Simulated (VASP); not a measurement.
Set up this calculation in VASP 6.6.1, as the native input.

```yaml
Task: single point
Functional: PBE
Potentials_or_basis: VASP PAW PBE potentials, release 64 (Ta_sv_GW, N)
Cutoff: 600 eV
k_mesh: 9 × 9 × 9
Occupations: fermi-dirac, width 0.05 eV
Spin: no spin polarisation
Dipole_correction: no
Second_run: valence_matched
Further_INCAR_settings: ALGO = Normal; EDIFF = 1e-06; NBANDS = 16
```

The structure of TaN lies in POSCAR:

```
TaN
1.0
    0.0000000000      2.1670965400      2.2113230000
    2.1670965400      0.0000000000      2.2113230000
    2.1670965400      2.1670965400      0.0000000000
Ta N
1 1
Direct
    0.5000000000      0.5000000000      0.5000000000
    0.0000000000      0.0000000000      0.0000000000
```

One way to write it, as run:

INCAR

```
PREC = Accurate ; ENCUT = 600
EDIFF = 1E-6 ; ISMEAR = -1
SIGMA = 0.05 ; LREAL = False
LASPH = True ; NELM = 120
ALGO = Normal ; ISIF = 2
LWAVE = False ; LCHARG = False
GGA = PE ; NBANDS = 16
GGA_COMPAT = False
```

KPOINTS

```
regular mesh
0
Gamma
  9 9 9
```

Potentials or basis: VASP PAW PBE potentials, release 64 (Ta_sv_GW, N).

The run is started by

```sh
$ cat potpaw_PBE.64/Ta_sv_GW/POTCAR potpaw_PBE.64/N/POTCAR > POTCAR
$ mpirun -np 1 vasp_std > vasp.out
```

Results of the run:

```json
{
 "Pressure": "13.5 GPa",
 "Band gap on the k mesh": "zero (band 9 reaches 15.78 eV, above the bottom of band 10 at 12.11 eV)"
}
```

Caveat: spin-orbit coupling is left out, which moves the levels of the heavy elements.

It took 21 s on 1 thread of Intel(R) Xeon(R) Platinum 8488C (Sapphire Rapids), with other jobs on the host, peak memory 0.18 GiB.
